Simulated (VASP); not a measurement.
# Ir (P6_3/mmc) in VASP: a series of runs, part 2 of 2

VASP 6.6.1. Earlier steps stand in the parts before.

### Step 4. Single point, PBEsol, collinear spin, ferromagnetic start

This run uses another cell than the first one, of 13.26 Å³/atom, 1.146 times its volume.

Input file INCAR:

```
SYSTEM = Ir
ALGO     = Normal         ! electronic algorithm
EDIFF    = 1E-6           ! SCF threshold, eV
ENCUT    = 520            ! plane-wave cutoff, eV
GGA      = PS             ! functional
ISIF     = 2              ! what is computed and relaxed
ISMEAR   = 0              ! smearing method
ISPIN    = 2              ! spin polarisation
LASPH    = .TRUE.         ! aspherical terms in the spheres
LCHARG   = .TRUE.         ! write CHGCAR
LELF     = .TRUE.         ! ELF
LMAXMIX  = 4              ! l up to which the mixer works
LORBIT   = 11             ! projections on sites
LREAL    = .FALSE.        ! projectors in reciprocal space
LVHAR    = .TRUE.       
LWAVE    = .FALSE.        ! write WAVECAR
MAGMOM   = 0.6 0.6        ! initial moments
NBANDS   = 20             ! bands
NELM     = 150            ! most SCF steps
NUPDOWN  = 1.2            ! fixed moment
PREC     = Accurate       ! precision mode
SIGMA    = 0.15           ! smearing width, eV
```

Input file KPOINTS:

```
k-points
0
G
  21 21 12
  0 0 0
```

Input file POSCAR:

```
Ir
1.0
    2.6633313082      0.0000000000      0.0000000000
   -1.3316656541      2.3065125716      0.0000000000
    0.0000000000      0.0000000000      4.3180806037
Ir
2
Direct
    0.6666666667      0.3333333333      0.7500000000
    0.3333333333      0.6666666667      0.2500000000
```

Potentials or basis: VASP PAW PBE potentials, release 64 (Ir).

The run is started by

```console
> cat potpaw_PBE.64/Ir/POTCAR > POTCAR
> mpirun -np 1 vasp_std > vasp.out
```

OUTCAR:

```text
SYSTEM = Ir
   EDIFF = 1E-6
   ENCUT = 520
   GGA = PS
   ISIF = 2
   ISMEAR = 0
   ISPIN = 2
   LASPH = .TRUE.
   LORBIT = 11
   LREAL = .FALSE.
   NELM = 150
   NUPDOWN = 1.2
   PREC = Accurate

 ion  position               nearest neighbor table
   1  0.667  0.333  0.750-   2 2.65   2 2.65   2 2.65   2 2.65   2 2.65   2 2.65
   2  0.333  0.667  0.250-   1 2.65   1 2.65   1 2.65   1 2.65   1 2.65   1 2.65

  LATTYP: Found a hexagonal cell.
 ALAT       =     2.6633313082
 C/A-ratio  =     1.6213080928

  Lattice vectors:

 A1 = (   2.6633313082,   0.0000000000,   0.0000000000)
 A2 = (  -1.3316656541,   2.3065125716,   0.0000000000)
 A3 = (   0.0000000000,   0.0000000000,   4.3180806037)

Analysis of symmetry for initial positions (statically):
=====================================================================
 Subroutine PRICEL returns:
 Original cell was already a primitive cell.

 Routine SETGRP: Setting up the symmetry group for a
 hexagonal supercell.

 Subroutine GETGRP returns: Found 24 space group operations
 (whereof 12 operations were pure point group operations)
[... 1297 lines left out ...]
     20      35.6357      0.00000

 [... further k-points ...]

------------------------ aborting loop because EDIFF is reached ----------------------------------------

  FORCE on cell =-STRESS in cart. coord.  units (eV):
  Direction    XX          YY          ZZ          XY          YZ          ZX
  --------------------------------------------------------------------------------------
  -------------------------------------------------------------------------------------
  Total        5.4727690      5.4727690      5.4804914     -0.0000000      0.0000000      0.0000000
  in kB      330.5566780    330.5566780    331.0231128     -0.0000000      0.0000000      0.0000000
  external PRESSURE =     330.7121563 kB  Pullay stress =       0.0000000 kB

 VOLUME and BASIS-vectors are now :
 -----------------------------------------------------------------------------
  energy-cutoff  :      520.00
  volume of cell :       26.53
      direct lattice vectors                 reciprocal lattice vectors
     2.663331308  0.000000000  0.000000000     0.375469622  0.216777487  0.000000000
    -1.331665654  2.306512572  0.000000000     0.000000000  0.433554975  0.000000000
     0.000000000  0.000000000  4.318080604     0.000000000  0.000000000  0.231584376

 POSITION                                       TOTAL-FORCE (eV/Angst)
 -----------------------------------------------------------------------------------
      1.33167      0.76884      3.23856         0.000000      0.000000      0.000000
     -0.00000      1.53768      1.07952        -0.000000      0.000000      0.000000
 -----------------------------------------------------------------------------------
    total drift:                               -0.000000      0.000000     -0.000000

  FREE ENERGIE OF THE ION-ELECTRON SYSTEM (eV)
  ---------------------------------------------------
  free  energy   TOTEN  =       -19.1180013118 eV

  energy  without entropy=      -19.0936878337  energy(sigma->0) =      -19.10584457

 total charge

# of ion       s       p       d       tot
------------------------------------------
    1        0.708   0.836   7.088   8.632
    2        0.708   0.836   7.088   8.632
--------------------------------------------------
tot          1.416   1.673  14.175  17.264

 magnetization (x)

# of ion       s       p       d       tot
------------------------------------------
    1        0.003   0.006   0.574   0.584
    2        0.003   0.006   0.574   0.584
--------------------------------------------------
tot          0.007   0.012   1.148   1.167
```

stdout:

```text
POSCAR found type information on POSCAR Ir
 POSCAR found :  1 types and       2 ions
 scaLAPACK will be used
 -----------------------------------------------------------------------------
|                                                                             |
|                                                                             |
|     You enforced a specific xc type in the INCAR file but a different       |
|     I HOPE YOU KNOW WHAT YOU ARE DOING!                                     |
|                                                                             |
 -----------------------------------------------------------------------------

 LDA part: xc-table for (Slater+PW92), standard interpolation
 POSCAR, INCAR and KPOINTS ok, starting setup
 FFT: planning ... GRIDC
 FFT: planning ... GRID_SOFT
 FFT: planning ... GRID
 WAVECAR not read
 entering main loop
```

It took 1.8 min on 1 thread of Intel Xeon 6975P-C (Granite Rapids), shared host; peak memory 0.35 GiB.

What came out:

- Free energy: -19.1180 eV
- Pressure: 33.1 GPa
- Net moment: 1.20 μB per cell
- Site moments: Ir +0.58 μB
- Valence electrons inside the program's atomic spheres: Ir 8.63

Caveat: the PAW data sets were made with another functional, which shifts forces and pressure a little; the total moment is fixed, so each spin has its own Fermi level.

### Step 5. Summary

```tsv
fixed moment (μB)	cell	pressure (GPa)	moment (μB)
1.6	a = 2.545, b = 2.545, c = 4.126 Å, angles 90.0, 90.0, 120.0°, 2 atoms	137.5	1.60
0.8	a = 2.545, b = 2.545, c = 4.126 Å, angles 90.0, 90.0, 120.0°, 2 atoms	130.8	0.80
1.2	a = 2.663, b = 2.663, c = 4.318 Å, angles 90.0, 90.0, 120.0°, 2 atoms	33.1	1.20
```

Alike in all rows: task single point; level PBEsol; potentials or basis VASP PAW PBE potentials, release 64 (Ir); spin collinear, ferromagnetic start; k mesh 21 × 21 × 12; cutoff (eV) 520; smearing gaussian 0.15 eV.

Caveats: the PAW data sets were made with another functional, which shifts forces and pressure a little; the total moment is fixed, so each spin has its own Fermi level.

Absolute energies hang on the potentials; compare differences alone.
